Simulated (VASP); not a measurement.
A run of VASP 6.6.1 is set up as follows.

File POSCAR:

```
SnO2
1.0
   -0.0934004823      2.4400664881      2.4400664881
    2.4400664881     -0.0934004823      2.4400664881
    2.4400664881      2.4400664881     -0.0934004823
Sn O
1 2
Direct
    0.0000000000      0.0000000000      0.0000000000
    0.2523761651      0.2523761651      0.2523761651
    0.7476238349      0.7476238349      0.7476238349
```

File INCAR.step1:

```
  PREC = Accurate
  ENCUT = 1480
  ISMEAR = 0
  SIGMA = 0.01
  LREAL = F
  LASPH = T
  NELM = 120
  NBANDS = 20
  GGA = PE
  ALGO = Normal
  EDIFF = 1E-5
  LWAVE = T
  LCHARG = F
  GGA_COMPAT = F
```

INCAR.step2

```
  PREC = Accurate
  ENCUT = 1480
  EDIFF = 1E-6
  ISMEAR = 0
  SIGMA = 0.01
  LREAL = F
  LASPH = T
  NELM = 120
  ALGO = Normal
  ISIF = 2
  LWAVE = F
  LCHARG = F
  METAGGA = R2SCAN
  LMIXTAU = T
  NBANDS = 20
  ISTART = 1
  GGA_COMPAT = F
```

The input KPOINTS:

```
Automatic mesh
0
Gamma
  8 8 8
```

Potentials or basis: VASP PAW PBE potentials, release 64 (Sn_d, O_h).

The run is started by

```bash
$ cat potpaw_PBE.64/Sn_d/POTCAR potpaw_PBE.64/O_h/POTCAR > POTCAR
$ cp INCAR.step1 INCAR
$ mpirun -np 1 vasp_std > vasp.out
$ cp INCAR.step2 INCAR
$ mpirun -np 1 vasp_std > vasp.out
```

Predict the largest force.

0.023 eV/Å.

Estimate the band gap on the k mesh.

1.53 eV (least direct gap 2.96 eV).

Estimate the pressure.

16.7 GPa.

Stress tensor (GPa, compression positive):
```
16.72  1.56  1.56
 1.56 16.72  1.56
 1.56  1.56 16.72
```

Caveat: the cell differs from its parent crystal (strain along [111] -5.5%); the cell stands under pressure; the structure was generated, so it needn't be the stable form of SnO2; the PAW data sets were made with another functional, which shifts forces and pressure a little; spin-orbit coupling is left out, which moves the levels of the heavy elements. A k mesh can miss the band edges.
